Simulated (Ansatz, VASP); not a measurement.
## SiC in VASP and in Ansatz

File INCAR:

```
SYSTEM = SiC
PREC     = Accurate       ! precision mode
ENCUT    = 520            ! plane-wave cutoff, eV
EDIFF    = 1E-6           ! SCF threshold, eV
ISMEAR   = 0              ! smearing method
SIGMA    = 0.05           ! smearing width, eV
LREAL    = .False.        ! projectors in reciprocal space
LASPH    = .True.         ! aspherical terms in the spheres
NELM     = 60             ! most SCF steps
ALGO     = Normal         ! electronic algorithm
ISIF     = 2              ! what is computed and relaxed
LWAVE    = .False.        ! write WAVECAR
LCHARG   = .False.        ! write CHGCAR
GGA      = CA             ! functional
NBANDS   = 16             ! bands
```

KPOINTS

```
regular mesh
0
Gamma
  12 12 6
  0 0 0
```

File POSCAR:

```
SiC
1.0
    2.9787958993      0.0000000000      0.0000000000
   -1.4893979497      2.5797129215      0.0000000000
    0.0000000000      0.0000000000      5.2802136111
Si C
2 2
Direct
    0.3333333333      0.6666666667      0.0046041256
    0.6666666667      0.3333333333      0.5046041256
    0.3333333333      0.6666666667      0.3953475106
    0.6666666667      0.3333333333      0.8953475106
```

Input for Ansatz:

```yaml
crystal:
  lattice:
    - [2.9787958993, 0.0, 0.0]
    - [-1.4893979497, 2.5797129215, 0.0]
    - [0.0, 0.0, 5.2802136111]
  atoms:
    - { symbol: Si, position: [0.3333333333, 0.6666666667, 0.0046041256] }
    - { symbol: Si, position: [0.6666666667, 0.3333333333, 0.5046041256] }
    - { symbol: C, position: [0.3333333333, 0.6666666667, 0.3953475106] }
    - { symbol: C, position: [0.6666666667, 0.3333333333, 0.8953475106] }
basis:
  ecutwfc: 520.0
kpoints:
  mp_grid: { grid: [12, 12, 6] }
hamiltonian:
  xc: lda
  pseudopotentials: { kind: paw, azcp: { folder: soft_1 } }
scf:
  occupations: { method: gaussian, width: 0.05 }
output:
  forces: true
  stress: true
  eigenvalues: true
```

Alike in both runs: task single point; functional LDA; k mesh 12 × 12 × 6; occupations gaussian, width 0.05 eV; no spin polarisation.

```csv
,VASP,Ansatz
version,VASP 6.6.1,Ansatz 0.2.0
potentials or method,"VASP PAW LDA potentials, release 64 (Si, C), cutoff 520 eV","scalar-relativistic, plane waves, PAW"
valence electrons in the cell,16,16
```

```tsv
	VASP	Ansatz	Ansatz less VASP
gap on the k mesh at the Fermi level (eV)	2.42	2.44	+0.016
least direct gap on the mesh (eV)	4.67	4.66	-0.005
pressure (GPa)	5.7	5.3	-0.35
traceless stress, the component that is largest in VASP (GPa)	-29.97	-29.77	+0.202
rms of the force components (eV/Å)	0.836	0.831	-0.0043
```

Ansatz warns that its potentials were made for another functional, while VASP's fit it. LDA's correlation is that of Perdew and Zunger in VASP and of Perdew and Wang (1992) in Ansatz. Atom by atom the forces differ by 0.004 eV/Å (rms over components).
